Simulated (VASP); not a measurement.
# Li27H20F7 (P1) in VASP: further runs, part 2 of 2

VASP 6.6.1. The steps go on from the part before.

## (5) Single point, PBEsol

INCAR reads:

```
ALGO = Normal
EDIFF = 1E-6
ENCUT = 520
GGA = PS
ISIF = 2
ISMEAR = -1
LASPH = True
LCHARG = False
LREAL = Auto
LWAVE = False
NBANDS = 108
NELM = 60
PREC = Accurate
SIGMA = 0.05
```

KPOINTS reads:

```
k-points
0
Gamma
  2 2 1
```

POSCAR reads:

```
Li27H20F7
1.0
    0.0000000000      5.9803110000      5.9803110000
    5.9803110000      0.0000000000      5.9803110000
    5.9803110000      5.9803110000      0.0000000000
H F Li
20 7 27
Direct
    0.4939070000      0.1687640000      0.1748130000
    0.1719730000      0.5015560000      0.4999030000
    0.5084210000      0.8315010000      0.1601080000
    0.5090930000      0.1639600000      0.8332020000
    0.8385410000      0.4955880000      0.4914420000
    0.1681000000      0.5045570000      0.1673560000
    0.5072810000      0.1700030000      0.4898210000
    0.8275590000      0.4893630000      0.1772430000
    0.1669210000      0.4996100000      0.8354760000
    0.8232260000      0.5082010000      0.8409830000
    0.4990660000      0.4990420000      0.1689440000
    0.1650780000      0.8372050000      0.4942430000
    0.4923780000      0.5089100000      0.8416470000
    0.1706850000      0.1644780000      0.1602440000
    0.8302800000      0.1692480000      0.1718640000
    0.1663400000      0.8359240000      0.1729700000
    0.1576300000      0.1623260000      0.8333870000
    0.8314950000      0.8434230000      0.1659800000
    0.8353870000      0.1691160000      0.8354960000
    0.8308150000      0.8357340000      0.8342660000
    0.4908330000      0.8377970000      0.8317220000
    0.4975970000      0.8386590000      0.4976420000
    0.1645340000      0.1679650000      0.4898020000
    0.8365150000      0.1568810000      0.5018730000
    0.8263110000      0.8348730000      0.4935500000
    0.5012950000      0.5088840000      0.4945530000
    0.1615240000      0.8315470000      0.8391910000
    0.9947280000      0.9970210000      0.0069340000
    0.6628130000      0.9969050000      0.0020890000
    0.0044710000      0.6670030000      0.9929280000
    0.9942500000      0.0110540000      0.6686380000
    0.3295640000      0.3399910000      0.3239430000
    0.6635160000      0.6676750000      0.0062530000
    0.6753270000      0.0030660000      0.6618430000
    0.9906680000      0.6754070000      0.6604440000
    0.6535450000      0.6724250000      0.6708440000
    0.0115990000      0.9945330000      0.3355700000
    0.3214630000      0.3471880000      0.0135150000
    0.6654950000      0.9961460000      0.3354970000
    0.9929670000      0.6744270000      0.3336270000
    0.3393010000      0.3218650000      0.6676980000
    0.6646840000      0.6739340000      0.3337250000
    0.9972270000      0.3336750000      0.9969970000
    0.3356760000      0.9954520000      0.3338020000
    0.6670570000      0.3369640000      0.0033810000
    0.9980820000      0.3302420000      0.6723920000
    0.3327410000      0.6654930000      0.3369790000
    0.6700940000      0.3261570000      0.6634840000
    0.3456540000      0.9843850000      0.9991020000
    0.0018640000      0.3352620000      0.3380150000
    0.3386950000      0.6648080000      0.0006140000
    0.3304660000      0.0018950000      0.6699490000
    0.6620620000      0.3407230000      0.3320890000
    0.3398150000      0.6768890000      0.6662930000
```

Started as:

```bash
$ cat potpaw_PBE.64/H/POTCAR potpaw_PBE.64/F/POTCAR potpaw_PBE.64/Li_sv/POTCAR > POTCAR
$ mpirun -np 1 vasp_std > vasp.out
```

It took 11 min on 1 thread of Oxide Virtual Turin-like, shared host; peak memory 0.56 GiB.

Results (log left out):

| Item | Value |
| --- | --- |
| Free energy | -190.1399 eV |
| Largest force | 0.581 eV/Å |
| Band gap on the k mesh | 4.10 eV, direct |

Forces on the atoms (eV/Å):
```
H   -0.171 -0.111  0.131
H   -0.015 -0.103 -0.166
H    0.116 -0.011 -0.068
H    0.024 -0.130 -0.110
H    0.308  0.064 -0.005
H    0.053 -0.069 -0.051
H    0.226 -0.025 -0.201
H    0.028 -0.136  0.413
H   -0.034 -0.026 -0.025
H   -0.223 -0.039  0.015
H    0.040 -0.092  0.050
H    0.008  0.158 -0.049
H   -0.249  0.029 -0.024
H    0.042  0.030  0.037
H   -0.183 -0.094  0.043
H   -0.157 -0.026 -0.030
H    0.096  0.077  0.230
H   -0.178 -0.041 -0.193
H    0.002 -0.108 -0.085
H   -0.021  0.026 -0.028
F   -0.122  0.221  0.153
F    0.007  0.100 -0.128
F    0.278  0.391 -0.018
F    0.245 -0.041  0.192
F    0.201  0.411 -0.019
F    0.038  0.220 -0.170
F   -0.056 -0.091  0.257
Li   0.044 -0.011  0.141
Li   0.114  0.035  0.200
Li   0.110 -0.038 -0.087
Li  -0.211  0.107 -0.058
Li   0.136  0.316 -0.072
Li  -0.152  0.017  0.025
Li  -0.096 -0.106 -0.209
Li  -0.071  0.244  0.009
Li  -0.097  0.175  0.177
Li   0.080 -0.353 -0.008
Li  -0.572 -0.060 -0.079
Li   0.132 -0.105  0.239
Li  -0.090  0.114  0.032
Li   0.282 -0.130  0.166
Li  -0.211  0.038 -0.114
Li   0.043  0.228  0.009
Li   0.115 -0.194  0.107
Li  -0.072  0.010 -0.132
Li  -0.034 -0.100  0.139
Li  -0.001  0.062 -0.053
Li   0.174 -0.081  0.047
Li   0.431 -0.212  0.073
Li  -0.226 -0.216 -0.137
Li   0.203 -0.100 -0.071
Li  -0.030 -0.191  0.012
Li  -0.109  0.137 -0.062
Li  -0.194 -0.170 -0.445
```

Levels at points of the mesh, in eV from the valence-band top:
| k point | band 73 | band 74 | band 75 | band 76 | band 77 | band 78 |
| --- | --- | --- | --- | --- | --- | --- |
| (0.00, 0.00, 0.00) | -0.63 | -0.57 | -0.52 | 5.00 | 5.10 | 5.28 |
| (0.50, 0.00, 0.00) | -0.58 | -0.47 | -0.34 | 4.36 | 4.61 | 4.73 |
| (0.00, 0.50, 0.00) | -0.58 | -0.55 | -0.43 | 4.39 | 4.76 | 4.97 |
| (0.50, 0.50, 0.00) | -0.46 | -0.23 | 0.00 | 4.10 | 4.56 | 4.58 |

Caveat: the k points lie up to 0.91 Å⁻¹ apart; the PAW data sets were made with another functional, which shifts forces and pressure a little.

## (6) Summary

| level | k mesh | smearing | gap on the mesh (eV) | largest force (eV/Å) |
| --- | --- | --- | --- | --- |
| PBEsol | 1 × 1 × 1, shifted | fermi-dirac 0.05 eV | 4.85 | 0.59 |
| PBEsol | 1 × 1 × 1, shifted | methfessel-paxton 0.05 eV | 4.85 | 0.59 |
| revPBE | 1 × 1 × 1, shifted | fermi-dirac 0.05 eV | 5.19 | 0.60 |
| PBEsol | 2 × 2 × 1 | fermi-dirac 0.05 eV | 4.10 | 0.58 |

Alike in all rows: task single point; potentials or basis VASP PAW PBE potentials, release 64 (H, F, Li_sv); no spin polarisation; cell as given; cutoff (eV) 520.

Caveats: all runs use coarse meshes; the PAW data sets were made with another functional, which shifts forces and pressure a little.

Absolute energies hang on the potentials; compare differences alone.
